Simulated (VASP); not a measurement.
Write the native input for VASP 6.6.1 that does the following.

| Property | Result |
| --- | --- |
| Task | single point |
| Functional | LDA |
| Potentials or basis | VASP PAW LDA potentials, release 64 (O) |
| Cutoff | 520 eV |
| k mesh | 21 × 21 × 21 |
| Occupations | fermi-dirac, width 0.1 eV |
| Spin | no spin polarisation |
| Dipole correction | no |
| Further INCAR settings | ALGO = Normal; EDIFF = 1e-07; NBANDS = 9 |

The structure of O lies in POSCAR:

```
O
1.0
   -1.0622904650      1.0622904650      1.0622904650
    1.0622904650     -1.0622904650      1.0622904650
    1.0622904650      1.0622904650     -1.0622904650
O
1
Direct
    0.0000000000      0.0000000000      0.0000000000
```

This cell differs from its parent crystal: volume scaled by 0.68.

These files were run (other wordings do the same):

INCAR

```
SYSTEM = O
PREC     = Accurate       ! precision mode
ENCUT    = 520            ! plane-wave cutoff, eV
EDIFF    = 1E-7           ! SCF threshold, eV
ISMEAR   = -1             ! smearing method
SIGMA    = 0.1            ! smearing width, eV
LREAL    = .False.        ! projectors in reciprocal space
LASPH    = .True.         ! aspherical terms in the spheres
NELM     = 80             ! most SCF steps
ALGO     = Normal         ! electronic algorithm
ISIF     = 2              ! what is computed and relaxed
LWAVE    = .False.        ! write WAVECAR
LCHARG   = .False.        ! write CHGCAR
GGA      = CA             ! functional
NBANDS   = 9              ! bands
```

KPOINTS

```
Automatic mesh
0
Gamma
  21 21 21
  0 0 0
```

Potentials or basis: VASP PAW LDA potentials, release 64 (O).

The run is started by

```sh
$ cat potpaw_LDA.64/O/POTCAR > POTCAR
$ mpirun -np 1 vasp_std > vasp.out
```

Results of the run:

| Item | Value |
| --- | --- |
| Pressure | 186.6 GPa |
| Band gap on the k mesh | zero (band 3 reaches 13.58 eV, above the bottom of band 4 at 4.08 eV) |

It took 4.9 s on 1 thread of Intel(R) Xeon(R) Platinum 8259CL CPU @ 2.50GHz (Skylake/Cascade Lake), on a shared host, peak memory 0.11 GiB.
